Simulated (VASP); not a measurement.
# In3Sb (Fm-3m) in VASP: a series of runs, part 2 of 2

VASP 6.6.1. Earlier steps stand in the parts before.

## Step 3: Relaxation of cell and atoms, PBEsol

This run uses another cell than the first one, of 28.31 Å³/atom.

File INCAR:

```
  PREC = Accurate
  ENCUT = 500
  EDIFF = 1E-7
  ISMEAR = -1
  SIGMA = 0.01
  LREAL = False
  LASPH = True
  NELM = 120
  ALGO = Normal
  ISIF = 3
  LWAVE = False
  LCHARG = False
  GGA = PS
  IBRION = 2
  NSW = 80
  EDIFFG = -0.02
  GGA_COMPAT = False
  NELMIN = 4
```

File KPOINTS:

```
regular mesh
0
Gamma
  5 5 5
```

File POSCAR:

```
In3Sb
1.0
    0.0000000000      3.8400000000      3.8400000000
    3.8400000000      0.0000000000      3.8400000000
    3.8400000000      3.8400000000      0.0000000000
Sb In
1 3
Direct
    0.0000000000      0.0000000000      0.0000000000
    0.5000000000      0.5000000000      0.5000000000
    0.2500000000      0.2500000000      0.2500000000
    0.7500000000      0.7500000000      0.7500000000
```

Potentials or basis: VASP PAW PBE potentials, release 64 (Sb, In_d).

On the command line:

```console
cat potpaw_PBE.64/Sb/POTCAR potpaw_PBE.64/In_d/POTCAR > POTCAR
mpirun -np 1 vasp_std > vasp.out
```

OUTCAR:

```text
PREC = Accurate
   ENCUT = 500
   EDIFF = 1E-7
   ISMEAR = -1
   LREAL = False
   LASPH = True
   NELM = 120
   ISIF = 3
   GGA = PS
   IBRION = 2
   NSW = 80
   EDIFFG = -0.02
   NELMIN = 4

 ion  position               nearest neighbor table
   1  0.000  0.000  0.000-   4 3.33   4 3.33   4 3.33   3 3.33   4 3.33   3 3.33   3 3.33   3 3.33
                             2 3.84   2 3.84   2 3.84   2 3.84   2 3.84   2 3.84
   2  0.500  0.500  0.500-   3 3.33   3 3.33   3 3.33   3 3.33   4 3.33   4 3.33   4 3.33   4 3.33
                             1 3.84   1 3.84   1 3.84   1 3.84   1 3.84   1 3.84
   3  0.250  0.250  0.250-   1 3.33   1 3.33   1 3.33   1 3.33   2 3.33   2 3.33   2 3.33   2 3.33
                             4 3.84   4 3.84   4 3.84   4 3.84   4 3.84   4 3.84
   4  0.750  0.750  0.750-   2 3.33   2 3.33   2 3.33   1 3.33   2 3.33   1 3.33   1 3.33   1 3.33
                             3 3.84   3 3.84   3 3.84   3 3.84   3 3.84   3 3.84

  LATTYP: Found a face centered cubic cell.
 ALAT       =     7.6800000000

  Lattice vectors:

 A1 = (   0.0000000000,   3.8400000000,   3.8400000000)
 A2 = (   3.8400000000,   0.0000000000,   3.8400000000)
 A3 = (   3.8400000000,   3.8400000000,   0.0000000000)

Analysis of symmetry for initial positions (statically):
=====================================================================
 Subroutine PRICEL returns:
 Original cell was already a primitive cell.

 Routine SETGRP: Setting up the symmetry group for a
 face centered cubic supercell.

 Subroutine GETGRP returns: Found 48 space group operations
 (whereof 48 operations were pure point group operations)
 out of a pool of 48 trial point group operations.

The static configuration has the point symmetry O_h .

Analysis of symmetry for dynamics (positions and initial velocities):
=====================================================================
 Subroutine PRICEL returns:
 Original cell was already a primitive cell.

 Routine SETGRP: Setting up the symmetry group for a
 face centered cubic supercell.

 Subroutine GETGRP returns: Found 48 space group operations
 (whereof 48 operations were pure point group operations)
 out of a pool of 48 trial point group operations.

The dynamic configuration has the point symmetry O_h .

 Subroutine INISYM returns: Found 48 space group operations
 (whereof 48 operations are pure point group operations),
 and found     1 'primitive' translations

----------------------------------------------------------------------------------------

                                     Primitive cell

  volume of cell :     113.2462

  direct lattice vectors                    reciprocal lattice vectors
     0.000000000  3.840000000  3.840000000    -0.130208333  0.130208333  0.130208333
     3.840000000  0.000000000  3.840000000     0.130208333 -0.130208333  0.130208333
     3.840000000  3.840000000  0.000000000     0.130208333  0.130208333 -0.130208333

  length of vectors
     5.430580080  5.430580080  5.430580080     0.225527449  0.225527449  0.225527449

  position of ions in fractional coordinates (direct lattice)
     0.000000000  0.000000000  0.000000000
     0.500000000  0.500000000  0.500000000
     0.250000000  0.250000000  0.250000000
     0.750000000  0.750000000  0.750000000

  ion indices of the primitive-cell ions
   primitive index   ion index
                 1           1
                 2           2
                 3           3
                 4           4

----------------------------------------------------------------------------------------

 KPOINTS: regular mesh

Automatic generation of k-mesh.
 Grid dimensions read from file:
 generate k-points for:    5    5    5

 Generating k-lattice:

  Cartesian coordinates                     Fractional coordinates (reciprocal lattice)
    -0.026041667  0.026041667  0.026041667     0.200000000  0.000000000  0.000000000
     0.026041667 -0.026041667  0.026041667     0.000000000  0.200000000  0.000000000
     0.026041667  0.026041667 -0.026041667     0.000000000  0.000000000  0.200000000

  Length of vectors
     0.045105490  0.045105490  0.045105490

  Shift w.r.t. Gamma in fractional coordinates (k-lattice)
     0.000000000  0.000000000  0.000000000

 Subroutine IBZKPT returns following result:
 ===========================================

 Found     10 irreducible k-points:

 Following reciprocal coordinates:
            Coordinates               Weight
  0.000000  0.000000  0.000000      1.000000
  0.200000  0.000000  0.000000      8.000000
  0.400000  0.000000  0.000000      8.000000
  0.200000  0.200000  0.000000      6.000000
  0.400000  0.200000  0.000000     24.000000
 -0.400000  0.200000  0.000000     24.000000
 -0.200000  0.200000  0.000000     12.000000
  0.400000  0.400000  0.000000      6.000000
 -0.400000  0.400000  0.000000     12.000000
 -0.400000  0.400000  0.200000     24.000000
   k-points           NKPTS =     10   k-points in BZ     NKDIM =     10   number of bands    NBANDS=     26
   number of dos      NEDOS =    301   number of ions     NIONS =      4
   total plane-waves  NPLWV =  64000
   dimension x,y,z NGX =    40 NGY =   40 NGZ =   40
   dimension x,y,z NGXF=    80 NGYF=   80 NGZF=   80
   ions per type =               1   3
   NGX,Y,Z   is equivalent  to a cutoff of  12.25, 12.25, 12.25 a.u.
   NGXF,Y,Z  is equivalent  to a cutoff of  24.49, 24.49, 24.49 a.u.
 SYSTEM =  unknown system
   PREC   = accura    normal or accurate (medium, high low for compatibility)
   ISTART =      0    job   : 0-new  1-cont  2-samecut
   ICHARG =      2    charge: 1-file 2-atom 10-const
   ISPIN  =      1    spin polarized calculation?
   LNONCOLLINEAR =      F non collinear calculations
   LSORBIT =      F    spin-orbit coupling
   LASPH  =      T    aspherical Exc in radial PAW
   ENCUT  =  500.0 eV  36.75 Ry    6.06 a.u.   9.90  9.90  9.90*2*pi/ulx,y,z
   NELM   =    120;   NELMIN=  4; NELMDL= -5     # of ELM steps
   EDIFF  = 0.1E-06   stopping-criterion for ELM
   LREAL  =      F    real-space projection
   EDIFFG = -.2E-01   stopping-criterion for IOM
   NSW    =     80    number of steps for IOM
   IBRION =      2    ionic relax: 0-MD 1-quasi-New 2-CG
   NFREE  =      1    steps in history (QN), initial steepest desc. (CG)
   ISIF   =      3    stress and relaxation
   ISYM   =      2    0-nonsym 1-usesym 2-fastsym
   POTIM  = 0.5000    time-step for ionic-motion
   TEBEG  =    0.0;   TEEND  =   0.0 temperature during run
   PSTRESS=    0.0 pullay stress
   NELECT =      44.0000    total number of electrons
   NUPDOWN=      -1.0000    fix difference up-down
   EMIN   =  10.00;   EMAX   =-10.00  energy-range for DOS
   EFERMI =   0.00;   METHOD = LEGACY
   ISMEAR =    -1;   SIGMA  =   0.01  broadening in eV -4-tet -1-fermi 0-gaus
   EFERMI_NEDOS =   21; number of points for ismear=-14 and -15
   IALGO  =     38    algorithm
   IMIX   =      4    mixing-type and parameters
     AMIX     =   0.40;   BMIX     =  1.00
     AMIX_MAG =   1.60;   BMIX_MAG =  1.00
  volume/ion in A,a.u.               =      28.31       191.06
  Fermi-wavevector in a.u.,A,eV,Ry     =   1.194587  2.257442 19.416036  1.427038
  Thomas-Fermi vector in A             =   2.330574
   LORBIT       =      0    0 simple, 1 ext, 2 COOP (PROOUT), +10 PAW based schemes
   GGA     = PS    functional components
   LHFCALC =     F    Hartree Fock is set to
   AEXX    =    0.0000 exact exchange contribution
   IVDW    =     0    specifies the selected vdW correction
   LEPSILON=     F    determine dielectric tensor
   LRPA    =     F    only Hartree local field effects (RPA)
 conjugate gradient relaxation of ions
 non-spin polarized calculation
  energy-cutoff  :      500.00
  volume of cell :      113.25
 maximum number of plane-waves:      2891
   NGX = 19   NGY = 19   NGZ = 19

--------------------------------------- Ionic step        1  -------------------------------------------

 number of electron      44.0000012 magnetization

 Free energy of the ion-electron system (eV)
  ---------------------------------------------------
  ext. energy  EPLUGINS =         0.00000000
  ---------------------------------------------------
  free energy    TOTEN  =       -13.42251169 eV

  energy without entropy =      -13.42106436  energy(sigma->0) =      -13.42178803

------------------------ aborting loop because EDIFF is reached ----------------------------------------

  FORCE on cell =-STRESS in cart. coord.  units (eV):
  Direction    XX          YY          ZZ          XY          YZ          ZX
  --------------------------------------------------------------------------------------
  -------------------------------------------------------------------------------------
  Total       -2.5342645     -2.5342645     -2.5342645      0.0000000      0.0000000      0.0000000
  in kB      -35.8541022    -35.8541022    -35.8541022      0.0000000      0.0000000      0.0000000
  external PRESSURE =     -35.8541022 kB  Pullay stress =       0.0000000 kB
[... 61 lines left out ...]
  energy  without entropy=      -13.5354611478  energy(sigma->0) =      -13.53632629

--------------------------------------- Ionic step        3  -------------------------------------------

 number of electron      44.0000009 magnetization

 Free energy of the ion-electron system (eV)
  ---------------------------------------------------
  ext. energy  EPLUGINS =         0.00000000
  ---------------------------------------------------
  free energy    TOTEN  =       -13.53743136 eV

  energy without entropy =      -13.53570014  energy(sigma->0) =      -13.53656575

 E-fermi :   7.9554     XC(G=0): -10.4645

 val. band max:        7.8277041866   @ k =  -0.2000   0.2000   0.0000
 cond. band min:       7.9714557701   @ k =  -0.4000   0.2000   0.0000
 fundamental gap:      0.1437515835
 Fermi energy:         7.9553585925

 k-point     1 :       0.0000    0.0000    0.0000
  band No.  band energies     occupation
      1      -6.8364      2.00000
      2      -6.8364      2.00000
      3      -6.7938      2.00000
      4      -6.7938      2.00000
      5      -6.7938      2.00000
      6      -6.7188      2.00000
[... 310 lines left out ...]
  FREE ENERGIE OF THE ION-ELECTRON SYSTEM (eV)
  ---------------------------------------------------
  free  energy   TOTEN  =       -13.5374313597 eV

  energy  without entropy=      -13.5357001407  energy(sigma->0) =      -13.53656575

 reached required accuracy - stopping structural energy minimisation
```

OSZICAR:

```text
N       E                     dE             d eps       ncg     rms          rms(c)
DAV:   1     0.366944979568E+03    0.36694E+03   -0.20610E+04   520   0.200E+03
DAV:   2     0.183989529441E+02   -0.34855E+03   -0.34570E+03   522   0.444E+02
DAV:   3    -0.124221909081E+02   -0.30821E+02   -0.29903E+02   618   0.159E+02
[... 29 lines left out ...]
DAV:   5    -0.135374333807E+02    0.48942E-05   -0.16494E-05   660   0.645E-02    0.110E-02
DAV:   6    -0.135374319737E+02    0.14070E-05   -0.24731E-06   600   0.179E-02    0.547E-03
DAV:   7    -0.135374311506E+02    0.82308E-06   -0.60168E-07   442   0.775E-03    0.168E-03
DAV:   8    -0.135374313546E+02   -0.20404E-06   -0.14213E-07   272   0.476E-03    0.332E-04
DAV:   9    -0.135374313597E+02   -0.50877E-08   -0.27348E-08   272   0.285E-03
   3 F= -.13537431E+02 E0= -.13536566E+02  d E =-.114920E+00
```

It took 62 s on 1 thread of Intel Xeon Platinum 8375C at 2.90GHz (Ice Lake), shared host; peak memory 0.25 GiB.

What came out:

```
Free energy                           : -13.5374 eV
Relaxed volume                        : 25.91 Å³/atom
Relaxed cell                          : a = 5.272 Å, b = 5.272 Å, c = 5.272 Å, α = 60.00°, β = 60.00°, γ = 60.00°
Space group after relaxing (to 0.1 Å) : Fm-3m (No. 225)
Energy gained by relaxing             : 28.7 meV/atom
Ionic steps                           : 3
Pressure after relaxing               : 0.0 GPa
Band gap on the k mesh                : zero (bands 22 and 23 overlap by 2.77 eV)
```

Step by step:
```
step  energy change (eV)  largest force (eV/Å)  pressure (GPa)  volume (Å³)
   1              0.0000                0.0000           -3.59       113.25
   2             -0.1147                0.0000            0.22       103.18
   3             -0.1149                0.0000           -0.03       103.63
```

Final structure:
```cif
data_structure
_symmetry_space_group_name_H-M 'P 1'
_symmetry_Int_Tables_number 1
_cell_length_a 5.2723
_cell_length_b 5.2723
_cell_length_c 5.2723
_cell_angle_alpha 60.000
_cell_angle_beta 60.000
_cell_angle_gamma 60.000
_cell_volume 103.63
loop_
_atom_site_label
_atom_site_type_symbol
_atom_site_fract_x
_atom_site_fract_y
_atom_site_fract_z
_atom_site_occupancy
Sb1 Sb 0.00000 0.00000 0.00000 1
In1 In 0.50000 0.50000 0.50000 1
In2 In 0.25000 0.25000 0.25000 1
In3 In 0.75000 0.75000 0.75000 1
```

Caveat: the PAW data sets were made with another functional, which shifts forces and pressure a little; spin-orbit coupling is left out, which moves the levels of the heavy elements.

The gap in the log of VASP goes by the Fermi energy; the results here count the filled bands.